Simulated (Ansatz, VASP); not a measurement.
# Be2CdO3: VASP beside Ansatz

```
CELL_PARAMETERS angstrom
4.93491 0.00000 0.00000
-2.46746 4.27376 0.00000
0.00000 0.00000 2.49688
ATOMIC_POSITIONS crystal
Be 0.33333 0.66667 0.50000
Be 0.66667 0.33333 0.50000
Cd 0.00000 0.00000 0.50000
O 0.50000 0.00000 0.00000
O 0.00000 0.50000 0.00000
O 0.50000 0.50000 0.00000
```

Alike in both runs: functional PBE; k mesh 3 × 3 × 3; occupations gaussian, width 0.15 eV; no spin polarisation.

Ansatz relaxed the structure, and its values are those at the end. VASP's run is a single point on that final structure, the one shown.

```csv
,VASP,Ansatz
version,VASP 6.6.1,Ansatz 0.2.0
potentials or method,"VASP PAW PBE potentials, release 64 (Be, Cd_sv_GW, O), cutoff 700 eV","scalar-relativistic, plane waves, PAW"
valence electrons in the cell,42,42
```

```csv
,VASP,Ansatz,Ansatz less VASP
gap on the k mesh at the Fermi level (eV),none,none,-
pressure (GPa),0.1,0.3,+0.16
```

A gap of «none» marks a metal or a gap that the smearing closes. The functional is the same, so the differences come from potentials, cutoffs and numerics.

The k mesh is coarse, so the values compare programs but aren't converged.
